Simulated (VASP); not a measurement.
# LuH2 (Fm-3m) in VASP: notebook, part 2 of 2

VASP 6.6.1. The steps go on from the part before.

### 6 Single point, PBEsol

This run uses another cell than the first one, of 10.16 Å³/atom, 1.065 times its volume.

Input file INCAR:

```
  PREC = Accurate
  ENCUT = 520
  EDIFF = 1E-6
  ISMEAR = -1
  SIGMA = 0.1
  LREAL = F
  LASPH = T
  NELM = 100
  ALGO = Normal
  ISIF = 2
  LWAVE = F
  LCHARG = F
  GGA = PS
  NBANDS = 20
```

Input file KPOINTS:

```
Automatic mesh
0
Gamma
  14 14 14
```

Input file POSCAR:

```
LuH2
1.0
    0.0000000000      2.4795139380      2.4795139380
    2.4795139380      0.0000000000      2.4795139380
    2.4795139380      2.4795139380      0.0000000000
Lu H
1 2
Direct
    0.0000000000      0.0000000000      0.0000000000
    0.2500000000      0.2500000000      0.2500000000
    0.7500000000      0.7500000000      0.7500000000
```

Potentials or basis: VASP PAW PBE potentials, release 64 (Lu, H).

The run is started by

```bash
cat potpaw_PBE.64/Lu/POTCAR potpaw_PBE.64/H/POTCAR > POTCAR
mpirun -np 1 vasp_std > vasp.out
```

OUTCAR:

```text
PREC = Accurate
   ENCUT = 520
   EDIFF = 1E-6
   ISMEAR = -1
   LREAL = F
   LASPH = T
   NELM = 100
   ISIF = 2
   GGA = PS

 ion  position               nearest neighbor table
   1  0.000  0.000  0.000-   3 2.15   3 2.15   3 2.15   2 2.15   3 2.15   2 2.15   2 2.15   2 2.15

   2  0.250  0.250  0.250-   1 2.15   1 2.15   1 2.15   1 2.15
   3  0.750  0.750  0.750-   1 2.15   1 2.15   1 2.15   1 2.15

  LATTYP: Found a face centered cubic cell.
 ALAT       =     4.9590278760

  Lattice vectors:

 A1 = (   0.0000000000,   2.4795139380,   2.4795139380)
 A2 = (   2.4795139380,   0.0000000000,   2.4795139380)
 A3 = (   2.4795139380,   2.4795139380,   0.0000000000)

Analysis of symmetry for initial positions (statically):
=====================================================================
 Subroutine PRICEL returns:
 Original cell was already a primitive cell.

 Routine SETGRP: Setting up the symmetry group for a
 face centered cubic supercell.

 Subroutine GETGRP returns: Found 48 space group operations
 (whereof 48 operations were pure point group operations)
 out of a pool of 48 trial point group operations.

The static configuration has the point symmetry O_h .

Analysis of symmetry for dynamics (positions and initial velocities):
=====================================================================
 Subroutine PRICEL returns:
 Original cell was already a primitive cell.

 Routine SETGRP: Setting up the symmetry group for a
 face centered cubic supercell.

 Subroutine GETGRP returns: Found 48 space group operations
 (whereof 48 operations were pure point group operations)
 out of a pool of 48 trial point group operations.

The dynamic configuration has the point symmetry O_h .

 Subroutine INISYM returns: Found 48 space group operations
[... 107 lines left out ...]
   POTIM  = 0.5000    time-step for ionic-motion
   TEBEG  =    0.0;   TEEND  =   0.0 temperature during run
   PSTRESS=    0.0 pullay stress
   NELECT =      27.0000    total number of electrons
   NUPDOWN=      -1.0000    fix difference up-down
   EMIN   =  10.00;   EMAX   =-10.00  energy-range for DOS
   EFERMI =   0.00;   METHOD = LEGACY
   ISMEAR =    -1;   SIGMA  =   0.10  broadening in eV -4-tet -1-fermi 0-gaus
   EFERMI_NEDOS =   21; number of points for ismear=-14 and -15
   IALGO  =     38    algorithm
   IMIX   =      4    mixing-type and parameters
     AMIX     =   0.40;   BMIX     =  1.00
     AMIX_MAG =   1.60;   BMIX_MAG =  1.00
  volume/ion in A,a.u.               =      10.16        68.58
  Fermi-wavevector in a.u.,A,eV,Ry     =   1.572122  2.970879 33.627711  2.471567
  Thomas-Fermi vector in A             =   2.673603
   LORBIT       =      0    0 simple, 1 ext, 2 COOP (PROOUT), +10 PAW based schemes
   GGA     = PS    functional components
   LHFCALC =     F    Hartree Fock is set to
   AEXX    =    0.0000 exact exchange contribution
   IVDW    =     0    specifies the selected vdW correction
   LEPSILON=     F    determine dielectric tensor
   LRPA    =     F    only Hartree local field effects (RPA)
 non-spin polarized calculation
  energy-cutoff  :      520.00
  volume of cell :       30.49
 maximum number of plane-waves:       869
 NGX is ok and might be reduce to    28
   NGX = 13   NGY = 13   NGZ = 13

 number of electron      26.9999997 magnetization

 Free energy of the ion-electron system (eV)
  ---------------------------------------------------
  ext. energy  EPLUGINS =         0.00000000
  ---------------------------------------------------
  free energy    TOTEN  =       -13.70929577 eV

  energy without entropy =      -13.68954569  energy(sigma->0) =      -13.69942073

 E-fermi :   2.6749     XC(G=0): -11.4098

 val. band max:        2.6133308091   @ k =  -0.3571   0.2143   0.0000
 cond. band min:       2.6920597857   @ k =   0.4286   0.2143   0.0000
 fundamental gap:      0.0787289766
 Fermi energy:         2.6749421419

 k-point     1 :       0.0000    0.0000    0.0000
  band No.  band energies     occupation
      1     -53.3139      2.00000
      2     -23.8116      2.00000
      3     -23.8116      2.00000
      4     -23.8116      2.00000
      5      -6.7674      2.00000
      6      -2.4460      2.00000
[... 541 lines left out ...]
     19      11.6664      0.00000
     20      13.5837      0.00000

 [... further k-points ...]
[... 5 lines left out ...]
  --------------------------------------------------------------------------------------
  -------------------------------------------------------------------------------------
  Total        0.0647559      0.0647559      0.0647559      0.0000000     -0.0000000      0.0000000
  in kB        3.4029854      3.4029854      3.4029854      0.0000000     -0.0000000      0.0000000
  external PRESSURE =       3.4029854 kB  Pullay stress =       0.0000000 kB

 VOLUME and BASIS-vectors are now :
 -----------------------------------------------------------------------------
  energy-cutoff  :      520.00
  volume of cell :       30.49
      direct lattice vectors                 reciprocal lattice vectors
     0.000000000  2.479513938  2.479513938    -0.201652426  0.201652426  0.201652426
     2.479513938  0.000000000  2.479513938     0.201652426 -0.201652426  0.201652426
     2.479513938  2.479513938  0.000000000     0.201652426  0.201652426 -0.201652426

 POSITION                                       TOTAL-FORCE (eV/Angst)
 -----------------------------------------------------------------------------------
      0.00000      0.00000      0.00000         0.000000      0.000000      0.000000
      1.23976      1.23976      1.23976        -0.000000     -0.000000     -0.000000
      3.71927      3.71927      3.71927         0.000000      0.000000      0.000000
 -----------------------------------------------------------------------------------
    total drift:                               -0.000000      0.000000      0.000000

  FREE ENERGIE OF THE ION-ELECTRON SYSTEM (eV)
  ---------------------------------------------------
  free  energy   TOTEN  =       -13.7092957655 eV

  energy  without entropy=      -13.6895456910  energy(sigma->0) =      -13.69942073
```

OSZICAR:

```text
N       E                     dE             d eps       ncg     rms          rms(c)
DAV:   1     0.973952747751E+02    0.97395E+02   -0.10733E+04  5260   0.444E+03
DAV:   2    -0.640120686606E+01   -0.10380E+03   -0.10052E+03  4456   0.414E+02
DAV:   3    -0.142107521481E+02   -0.78095E+01   -0.77317E+01  4736   0.796E+01
DAV:   4    -0.144726536733E+02   -0.26190E+00   -0.26080E+00  5820   0.126E+01
DAV:   5    -0.144774783842E+02   -0.48247E-02   -0.48237E-02  4876   0.170E+00    0.702E+00
DAV:   6    -0.138681189123E+02    0.60936E+00   -0.90158E-01  6684   0.238E+01    0.348E+00
DAV:   7    -0.137091982601E+02    0.15892E+00   -0.29671E-01  6316   0.673E+00    0.742E-01
DAV:   8    -0.137087187005E+02    0.47956E-03   -0.55714E-02  5492   0.147E+00    0.231E-01
DAV:   9    -0.137091724713E+02   -0.45377E-03   -0.15265E-03  6444   0.776E-01    0.963E-02
DAV:  10    -0.137092938077E+02   -0.12134E-03   -0.29579E-04  6780   0.201E-01    0.270E-02
DAV:  11    -0.137092956753E+02   -0.18676E-05   -0.23999E-05  6136   0.525E-02    0.130E-02
DAV:  12    -0.137092957655E+02   -0.90274E-07   -0.33957E-06  5996   0.590E-02
   1 F= -.13709296E+02 E0= -.13699421E+02  d E =-.197501E-01
```

Wall time 34 s (1 thread of AMD EPYC 9R45 (Zen 5), shared host); peak memory 0.19 GiB.

Results:

```yaml
Free_energy: -13.7093 eV
Pressure: 0.3 GPa
```

Levels at points of the mesh, in eV from the Fermi level:
```csv
k point,band 10,band 11,band 12,band 13,band 14,band 15,band 16,band 17
"(0.00, 0.00, 0.00)",-4.69,-4.69,-4.69,-0.31,1.42,1.42,1.42,4.39
"(0.50, 0.00, 0.00)",-4.71,-4.71,-4.69,-3.76,1.49,1.49,5.07,6.01
"(0.50, 0.50, 0.00)",-4.73,-4.72,-4.72,-3.80,-2.42,6.23,6.32,6.32
```

Caveat: the PAW data sets were made with another functional, which shifts forces and pressure a little; spin-orbit coupling is left out, which moves the levels of the heavy elements.

### 7 Overview

| cell | gap on the mesh (eV) | pressure (GPa) |
| --- | --- | --- |
| a = 3.433 Å, angles 60.0°, 3 atoms | none | 7.4 |
| a = 3.462 Å, angles 60.0°, 3 atoms | none | 4.4 |
| a = 3.483 Å, angles 60.0°, 3 atoms | none | 2.3 |
| a = 3.495 Å, angles 60.0°, 3 atoms | none | 1.3 |
| a = 3.507 Å, angles 60.0°, 3 atoms | none | 0.3 |

Alike in all rows: task single point; level PBEsol; potentials or basis VASP PAW PBE potentials, release 64 (Lu, H); no spin polarisation; k mesh 14 × 14 × 14; cutoff (eV) 520; smearing fermi-dirac 0.1 eV.

Caveats: the PAW data sets were made with another functional, which shifts forces and pressure a little; spin-orbit coupling is left out, which moves the levels of the heavy elements.

Absolute energies hang on the potentials; compare differences alone.
